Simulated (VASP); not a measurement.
# Pd (Im-3m) in VASP: notebook

Runs on Pd. Level: PBE. Tasks: single point.

Program: VASP 6.6.1. These are calculated values, not measurements. Logs are shortened: lines on timing, memory, paths and dates and some standing lists are left out, and cuts for length are marked.

## Step 1: The cell of the first run

It takes space group Im-3m (No. 229, cubic). Conventional cell: a = 3.053 Å, b = 3.053 Å, c = 3.053 Å, α = 90.00°, β = 90.00°, γ = 90.00°. Within 3.5 Å of Pd (site symmetry m-3m) lie 14 Pd at 2.64 to 3.05 Å.

This isn't the form of Pd at room conditions, which is fcc.

## Step 2: Single point, PBE, collinear spin (14.22 Å³/atom)

INCAR

```
ALGO     = Normal         # electronic algorithm
EDIFF    = 1E-7           # SCF threshold, eV
ENCUT    = 520            # plane-wave cutoff, eV
GGA      = PE             # functional
ISIF     = 2              # what is computed and relaxed
ISMEAR   = -1             # smearing method
ISPIN    = 2              # spin polarisation
LASPH    = T              # aspherical terms in the spheres
LCHARG   = T              # write CHGCAR
LELF     = T              # ELF
LMAXMIX  = 4              # l up to which the mixer works
LORBIT   = 11             # projections on sites
LREAL    = F              # projectors in reciprocal space
LVHAR    = T            
LWAVE    = F              # write WAVECAR
MAGMOM   = 0.5            # initial moments
NBANDS   = 15             # bands
NELM     = 150            # most SCF steps
PREC     = Accurate       # precision mode
SIGMA    = 0.05           # smearing width, eV
```

KPOINTS

```
k-points
0
Gamma
  23 23 23
```

POSCAR

```
Pd
1.0
   -1.5263604633      1.5263604633      1.5263604633
    1.5263604633     -1.5263604633      1.5263604633
    1.5263604633      1.5263604633     -1.5263604633
Pd
1
Direct
    0.0000000000      0.0000000000      0.0000000000
```

Potentials or basis: VASP PAW PBE potentials, release 64 (Pd).

The run is started by

```console
$ cat potpaw_PBE.64/Pd/POTCAR > POTCAR
$ mpirun -np 1 vasp_std > vasp.out
```

OUTCAR:

```text
EDIFF = 1E-7
   ENCUT = 520
   GGA = PE
   ISIF = 2
   ISMEAR = -1
   ISPIN = 2
   LASPH = T
   LORBIT = 11
   LREAL = F
   NELM = 150
   PREC = Accurate

 ion  position               nearest neighbor table
   1  0.000  0.000  0.000-

  LATTYP: Found a body centered cubic cell.
 ALAT       =     3.0527209266

  Lattice vectors:

 A1 = (  -1.5263604633,   1.5263604633,   1.5263604633)
 A2 = (   1.5263604633,  -1.5263604633,   1.5263604633)
 A3 = (   1.5263604633,   1.5263604633,  -1.5263604633)

Analysis of symmetry for initial positions (statically):
=====================================================================
 Subroutine PRICEL returns:
 Original cell was already a primitive cell.

 Routine SETGRP: Setting up the symmetry group for a
 body centered cubic supercell.

 Subroutine GETGRP returns: Found 48 space group operations
 (whereof 48 operations were pure point group operations)
 out of a pool of 48 trial point group operations.

The static configuration has the point symmetry O_h .

Analysis of symmetry for dynamics (positions and initial velocities):
=====================================================================
 Subroutine PRICEL returns:
 Original cell was already a primitive cell.

 Routine SETGRP: Setting up the symmetry group for a
 body centered cubic supercell.

 Subroutine GETGRP returns: Found 48 space group operations
 (whereof 48 operations were pure point group operations)
 out of a pool of 48 trial point group operations.

The dynamic configuration has the point symmetry O_h .

Analysis of structural, dynamic, and magnetic symmetry:
=====================================================================
 Subroutine PRICEL returns:
 Original cell was already a primitive cell.

 Routine SETGRP: Setting up the symmetry group for a
 body centered cubic supercell.

 Subroutine GETGRP returns: Found 48 space group operations
 (whereof 48 operations were pure point group operations)
 out of a pool of 48 trial point group operations.

The overall configuration has the point symmetry O_h .

 Subroutine INISYM returns: Found 48 space group operations
 (whereof 48 operations are pure point group operations),
 and found     1 'primitive' translations

----------------------------------------------------------------------------------------

                                     Primitive cell

  volume of cell :      14.2243

  direct lattice vectors                    reciprocal lattice vectors
    -1.526360463  1.526360463  1.526360463     0.000000000  0.327576619  0.327576619
     1.526360463 -1.526360463  1.526360463     0.327576619  0.000000000  0.327576619
     1.526360463  1.526360463 -1.526360463     0.327576619  0.327576619  0.000000000

  length of vectors
     2.643733873  2.643733873  2.643733873     0.463263297  0.463263297  0.463263297

  position of ions in fractional coordinates (direct lattice)
     0.000000000  0.000000000  0.000000000

  ion indices of the primitive-cell ions
   primitive index   ion index
                 1           1

----------------------------------------------------------------------------------------

 KPOINTS: k-points

Automatic generation of k-mesh.
 Grid dimensions read from file:
 generate k-points for:   23   23   23

 Generating k-lattice:

  Cartesian coordinates                     Fractional coordinates (reciprocal lattice)
     0.000000000  0.014242462  0.014242462     0.043478261  0.000000000  0.000000000
     0.014242462  0.000000000  0.014242462     0.000000000  0.043478261  0.000000000
     0.014242462  0.014242462  0.000000000     0.000000000  0.000000000  0.043478261

  Length of vectors
     0.020141882  0.020141882  0.020141882

  Shift w.r.t. Gamma in fractional coordinates (k-lattice)
     0.000000000  0.000000000  0.000000000

 Subroutine IBZKPT returns following result:
 ===========================================

 Found    364 irreducible k-points:

 Following reciprocal coordinates:
            Coordinates               Weight
  0.000000  0.000000  0.000000      1.000000
  0.043478  0.000000  0.000000     12.000000
  0.086957  0.000000  0.000000     12.000000
  0.130435  0.000000  0.000000     12.000000
  0.173913  0.000000  0.000000     12.000000
  0.217391  0.000000  0.000000     12.000000
[... 16 lines left out ...]
  0.478261  0.043478  0.000000     24.000000
  0.086957  0.086957  0.000000     24.000000
 [... further k-points ...]
   k-points           NKPTS =    364   k-points in BZ     NKDIM =    364   number of bands    NBANDS=     15
   number of dos      NEDOS =    301   number of ions     NIONS =      1
   total plane-waves  NPLWV =   8000
   dimension x,y,z NGX =    20 NGY =   20 NGZ =   20
   dimension x,y,z NGXF=    40 NGYF=   40 NGZF=   40
   ions per type =               1
   NGX,Y,Z   is equivalent  to a cutoff of  12.58, 12.58, 12.58 a.u.
   NGXF,Y,Z  is equivalent  to a cutoff of  25.15, 25.15, 25.15 a.u.
 SYSTEM =  unknown system
   PREC   = accura    normal or accurate (medium, high low for compatibility)
   ISTART =      0    job   : 0-new  1-cont  2-samecut
   ICHARG =      2    charge: 1-file 2-atom 10-const
   ISPIN  =      2    spin polarized calculation?
   LNONCOLLINEAR =      F non collinear calculations
   LSORBIT =      F    spin-orbit coupling
   LASPH  =      T    aspherical Exc in radial PAW
   ENCUT  =  520.0 eV  38.22 Ry    6.18 a.u.   4.92  4.92  4.92*2*pi/ulx,y,z
   NELM   =    150;   NELMIN=  2; NELMDL= -5     # of ELM steps
   EDIFF  = 0.1E-06   stopping-criterion for ELM
   LREAL  =      F    real-space projection
   EDIFFG = 0.1E-05   stopping-criterion for IOM
   NSW    =      0    number of steps for IOM
   IBRION =     -1    ionic relax: 0-MD 1-quasi-New 2-CG
   NFREE  =      0    steps in history (QN), initial steepest desc. (CG)
   ISIF   =      2    stress and relaxation
   ISYM   =      2    0-nonsym 1-usesym 2-fastsym
   POTIM  = 0.5000    time-step for ionic-motion
   TEBEG  =    0.0;   TEEND  =   0.0 temperature during run
   PSTRESS=    0.0 pullay stress
   NELECT =      10.0000    total number of electrons
   NUPDOWN=      -1.0000    fix difference up-down
   EMIN   =  10.00;   EMAX   =-10.00  energy-range for DOS
   EFERMI =   0.00;   METHOD = LEGACY
   ISMEAR =    -1;   SIGMA  =   0.05  broadening in eV -4-tet -1-fermi 0-gaus
   EFERMI_NEDOS =   21; number of points for ismear=-14 and -15
   IALGO  =     38    algorithm
   IMIX   =      4    mixing-type and parameters
     AMIX     =   0.40;   BMIX     =  1.00
     AMIX_MAG =   1.60;   BMIX_MAG =  1.00
  volume/ion in A,a.u.               =      14.22        95.99
  Fermi-wavevector in a.u.,A,eV,Ry     =   1.455675  2.750827 28.830601  2.118989
  Thomas-Fermi vector in A             =   2.572682
   LORBIT       =     11    0 simple, 1 ext, 2 COOP (PROOUT), +10 PAW based schemes
   GGA     = PE    functional components
   LHFCALC =     F    Hartree Fock is set to
   AEXX    =    0.0000 exact exchange contribution
   IVDW    =     0    specifies the selected vdW correction
   LEPSILON=     F    determine dielectric tensor
   LRPA    =     F    only Hartree local field effects (RPA)
 spin polarized calculation
  energy-cutoff  :      520.00
  volume of cell :       14.22
 maximum number of plane-waves:       398
   NGX =  9   NGY =  9   NGZ =  9

 number of electron      10.0000000 magnetization       0.5000000

 number of electron       9.9999995 magnetization      -0.0022470

 number of electron       9.9999995 magnetization       0.0002550

 Free energy of the ion-electron system (eV)
  ---------------------------------------------------
  ext. energy  EPLUGINS =         0.00000000
  ---------------------------------------------------
  free energy    TOTEN  =        -5.12241523 eV

  energy without entropy =       -5.11334237  energy(sigma->0) =       -5.11787880

 E-fermi :  10.3954     XC(G=0): -13.4076

 val. band max:       10.3947720303   @ k =  -0.3913  -0.4783   0.0870
 cond. band min:      10.3977700439   @ k =  -0.3913  -0.4783   0.1739
 fundamental gap:      0.0029980136
 Fermi energy:        10.3954158678

 spin component 1

 k-point     1 :       0.0000    0.0000    0.0000
  band No.  band energies     occupation
      1       2.9926      1.00000
      2       7.2708      1.00000
      3       7.2708      1.00000
      4       7.2708      1.00000
      5       9.3767      1.00000
      6       9.3767      1.00000
      7      29.8698      0.00000
      8      29.8698      0.00000
      9      29.8698      0.00000
     10      36.6432      0.00000
     11      38.8747      0.00000
     12      38.8747      0.00000
     13      40.5759      0.00000
     14      40.5759      0.00000
     15      40.5759      0.00000
[... 397 lines left out ...]
 k-point    24 :       0.0870    0.0870    0.0000
  band No.  band energies     occupation
      1       3.8440      1.00000
      2       7.0514      1.00000
      3       7.1480      1.00000
      4       7.9648      1.00000
      5       9.0709      1.00000
      6       9.4318      1.00000
      7      29.2013      0.00000
      8      29.8739      0.00000
      9      30.6784      0.00000
     10      35.2307      0.00000
     11      36.1899      0.00000
     12      36.7873      0.00000
     13      38.0883      0.00000
     14      41.4040      0.00000
     15      43.4337      0.00000

 [... further k-points ...]

 spin component 2

 k-point     1 :       0.0000    0.0000    0.0000
  band No.  band energies     occupation
      1       2.9926      1.00000
      2       7.2709      1.00000
      3       7.2709      1.00000
      4       7.2709      1.00000
      5       9.3769      1.00000
      6       9.3769      1.00000
      7      29.8697      0.00000
      8      29.8697      0.00000
      9      29.8697      0.00000
     10      36.6435      0.00000
     11      38.8747      0.00000
     12      38.8747      0.00000
     13      40.5761      0.00000
     14      40.5761      0.00000
     15      40.5761      0.00000
[... 397 lines left out ...]
 k-point    24 :       0.0870    0.0870    0.0000
  band No.  band energies     occupation
      1       3.8440      1.00000
      2       7.0515      1.00000
      3       7.1482      1.00000
      4       7.9649      1.00000
      5       9.0711      1.00000
      6       9.4320      1.00000
      7      29.2013      0.00000
      8      29.8738      0.00000
      9      30.6783      0.00000
     10      35.2307      0.00000
     11      36.1900      0.00000
     12      36.7876      0.00000
     13      38.0884      0.00000
     14      41.4040      0.00000
     15      43.4339      0.00000

 [... further k-points ...]

------------------------ aborting loop because EDIFF is reached ----------------------------------------

  FORCE on cell =-STRESS in cart. coord.  units (eV):
  Direction    XX          YY          ZZ          XY          YZ          ZX
  --------------------------------------------------------------------------------------
  -------------------------------------------------------------------------------------
  Total        1.4596425      1.4596425      1.4596425      0.0000000      0.0000000     -0.0000000
  in kB      164.4090654    164.4090654    164.4090654      0.0000000      0.0000000     -0.0000000
  external PRESSURE =     164.4090654 kB  Pullay stress =       0.0000000 kB

 VOLUME and BASIS-vectors are now :
 -----------------------------------------------------------------------------
  energy-cutoff  :      520.00
  volume of cell :       14.22
      direct lattice vectors                 reciprocal lattice vectors
    -1.526360463  1.526360463  1.526360463     0.000000000  0.327576619  0.327576619
     1.526360463 -1.526360463  1.526360463     0.327576619  0.000000000  0.327576619
     1.526360463  1.526360463 -1.526360463     0.327576619  0.327576619  0.000000000

 POSITION                                       TOTAL-FORCE (eV/Angst)
 -----------------------------------------------------------------------------------
      0.00000      0.00000      0.00000         0.000000     -0.000000      0.000000
 -----------------------------------------------------------------------------------
    total drift:                                0.000000     -0.000000      0.000000

  FREE ENERGIE OF THE ION-ELECTRON SYSTEM (eV)
  ---------------------------------------------------
  free  energy   TOTEN  =        -5.1224152259 eV

  energy  without entropy=       -5.1133423726  energy(sigma->0) =       -5.11787880

 total charge

# of ion       s       p       d       tot
------------------------------------------
    1        0.509   0.505   8.518   9.532

 magnetization (x)

# of ion       s       p       d       tot
------------------------------------------
    1       -0.000  -0.000   0.000   0.000
```

It took 77 s on 1 thread of AMD EPYC 9R45 (Zen 5), shared host; peak memory 0.19 GiB.

Results:

```
Free energy                                           : -5.1224 eV
Pressure                                              : 16.4 GPa
Band gap on the k mesh                                : zero (filled and empty bands overlap)
Net moment                                            : 0.00 μB per cell
Valence electrons inside the program's atomic spheres : Pd 9.53
```

Levels at points of the mesh, in eV from the Fermi level:
Spin up:
| k point | band 2 | band 3 | band 4 | band 5 | band 6 | band 7 | band 8 | band 9 |
| --- | --- | --- | --- | --- | --- | --- | --- | --- |
| (0.00, 0.00, 0.00) | -3.12 | -3.12 | -3.12 | -1.02 | -1.02 | 19.47 | 19.47 | 19.47 |
Spin down:
| k point | band 1 | band 2 | band 3 | band 4 | band 5 | band 6 | band 7 | band 8 | band 9 | band 10 |
| --- | --- | --- | --- | --- | --- | --- | --- | --- | --- | --- |
| (0.00, 0.00, 0.00) | -7.40 | -3.12 | -3.12 | -3.12 | -1.02 | -1.02 | 19.47 | 19.47 | 19.47 | 26.25 |

Caveat: the cell stands under pressure.

## Step 3: Single point, PBE, collinear spin (14.84 Å³/atom)

This run uses another cell than the first one, of 14.84 Å³/atom.

INCAR

```
SYSTEM = Pd
  ALGO = Normal
  EDIFF = 1E-6
  ENCUT = 520
  GGA = PE
  ISIF = 2
  ISMEAR = -1
  ISPIN = 2
  LASPH = .True.
  LCHARG = .False.
  LMAXMIX = 4
  LORBIT = 11
  LREAL = .False.
  LWAVE = .False.
  MAGMOM = 0.5
  NBANDS = 15
  NELM = 150
  PREC = Accurate
  SIGMA = 0.05
```

KPOINTS

```
k-points
0
Gamma
  23 23 23
  0 0 0
```

POSCAR

```
Pd
1.0
   -1.5481685592      1.5481685592      1.5481685592
    1.5481685592     -1.5481685592      1.5481685592
    1.5481685592      1.5481685592     -1.5481685592
Pd
1
Direct
    0.0000000000      0.0000000000      0.0000000000
```

Potentials or basis: VASP PAW PBE potentials, release 64 (Pd).

The run is started by

```console
$ cat potpaw_PBE.64/Pd/POTCAR > POTCAR
$ mpirun -np 1 vasp_std > vasp.out
```

It took 70 s on 1 thread of AMD EPYC 9R45 (Zen 5), shared host; peak memory 0.19 GiB.

Results (log left out):

```yaml
Free_energy: -5.1670 eV
Pressure: 6.9 GPa
Band_gap_on_the_k_mesh: zero (filled and empty bands overlap)
Net_moment: 0.00 μB per cell
Valence_electrons_inside_the_program's_atomic_spheres: Pd 9.44
```

Levels at points of the mesh, in eV from the Fermi level:
Spin up:
| k point | band 2 | band 3 | band 4 | band 5 | band 6 | band 7 | band 8 | band 9 |
| --- | --- | --- | --- | --- | --- | --- | --- | --- |
| (0.00, 0.00, 0.00) | -2.92 | -2.92 | -2.92 | -0.95 | -0.95 | 19.39 | 19.39 | 19.39 |
Spin down:
| k point | band 2 | band 3 | band 4 | band 5 | band 6 | band 7 | band 8 | band 9 |
| --- | --- | --- | --- | --- | --- | --- | --- | --- |
| (0.00, 0.00, 0.00) | -2.92 | -2.92 | -2.92 | -0.95 | -0.95 | 19.39 | 19.39 | 19.39 |

Caveat: the cell stands under pressure.

(Continued in part 2 of 2.)
